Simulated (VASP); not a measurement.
Wanted: the native input for a VASP 6.6.1 run.

- Task: relaxation of cell and atoms
- Functional: PBEsol
- Potentials or basis: VASP PAW PBE potentials, release 64 (Ba_sv, Zr_sv, O)
- Cutoff: 600 eV
- k mesh: 6 × 6 × 6
- Occupations: gaussian, width 0.02 eV
- Spin: no spin polarisation
- Dipole correction: no
- Further INCAR settings: ALGO = Normal; EDIFF = 1e-06; IBRION = 2; EDIFFG = -0.005; NSW = 70; ISIF = 3

The structure of BaZrO3 lies in POSCAR:

```
BaZrO3
1.0
    4.2271626520      0.0000000000      0.0000000000
    0.0000000000      4.2271626520      0.0000000000
    0.0000000000      0.0000000000      4.2271626520
Ba Zr O
1 1 3
Direct
    0.0000000000      0.0000000000      0.0000000000
    0.5000000000      0.5000000000      0.5000000000
    0.0000000000      0.5000000000      0.5000000000
    0.5000000000      0.0000000000      0.5000000000
    0.5000000000      0.5000000000      0.0000000000
```

One way to write it, as run:

INCAR

```
ALGO = Normal
EDIFF = 1E-6
EDIFFG = -0.005
ENCUT = 600
GGA = PS
IBRION = 2
ISIF = 3
ISMEAR = 0
LASPH = True
LCHARG = False
LREAL = False
LWAVE = False
NELM = 100
NSW = 70
PREC = Accurate
SIGMA = 0.02
```

KPOINTS

```
k-points
0
Gamma
  6 6 6
```

Potentials or basis: VASP PAW PBE potentials, release 64 (Ba_sv, Zr_sv, O).

Launch:

```bash
$ cat potpaw_PBE.64/Ba_sv/POTCAR potpaw_PBE.64/Zr_sv/POTCAR potpaw_PBE.64/O/POTCAR > POTCAR
$ mpirun -np 1 vasp_std > vasp.out
```

Results of the run:

```json
{"Relaxed volume": "14.71 Å³/atom", "Relaxed cell": "a = 4.189 Å, b = 4.189 Å, c = 4.189 Å, α = 90.00°, β = 90.00°, γ = 90.00°", "Space group after relaxing (to 0.05 Å)": "Pm-3m (No. 221)", "Energy gained by relaxing": "5.3 meV/atom", "Ionic steps": "3", "Pressure after relaxing": "0.0 GPa", "Band gap on the k mesh": "3.11 eV, indirect (least direct gap 3.33 eV)"}
```

Caveat: the PAW data sets were made with another functional, which shifts forces and pressure a little; spin-orbit coupling is left out, which moves the levels of the heavy elements.

Run time: 2.5 min on 1 thread of Intel Xeon 8259CL, with other jobs on the host, peak memory 0.25 GiB.
